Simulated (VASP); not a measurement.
Write the native input for VASP 6.6.1 that does the following.

| Quantity | Value |
| --- | --- |
| Task | single point |
| Functional | PBE |
| Potentials or basis | VASP PAW PBE potentials, release 64 (Ir) |
| Cutoff | 520 eV |
| k mesh | 22 × 22 × 22 |
| Occupations | gaussian, width 0.15 eV |
| Spin | no spin polarisation |
| Dipole correction | no |
| Further INCAR settings | ALGO = Normal; EDIFF = 1e-06; NBANDS = 10 |

The structure of Ir lies in POSCAR:

```
Ir
1.0
    0.0000000000      1.8182444605      2.1218912854
    1.8182444605      0.0000000000      2.1218912854
    1.8182444605      1.8182444605      0.0000000000
Ir
1
Direct
    0.0000000000      0.0000000000      0.0000000000
```

The input as run:

INCAR

```
ALGO = Normal
EDIFF = 1E-6
ENCUT = 520
GGA = PE
ISIF = 2
ISMEAR = 0
LASPH = T
LCHARG = T
LELF = T
LREAL = F
LVHAR = T
LWAVE = F
NBANDS = 10
NELM = 60
PREC = Accurate
SIGMA = 0.15
```

KPOINTS

```
k-points
0
Gamma
  22 22 22
```

Potentials or basis: VASP PAW PBE potentials, release 64 (Ir).

Launch:

```sh
$ cat potpaw_PBE.64/Ir/POTCAR > POTCAR
$ mpirun -np 1 vasp_std > vasp.out
```

It gave:

- Pressure: 19.6 GPa
- Band gap on the k mesh: zero (an odd number of electrons rules out a gap without spin polarisation)

Caveat: the stress differs along the axes, from -19 to 39 GPa; spin-orbit coupling is left out, which moves the levels of the heavy elements.

It took 48 s on 1 thread of AMD EPYC 9R45 96-Core Processor (Zen 5), on a shared host, peak memory 0.21 GiB.
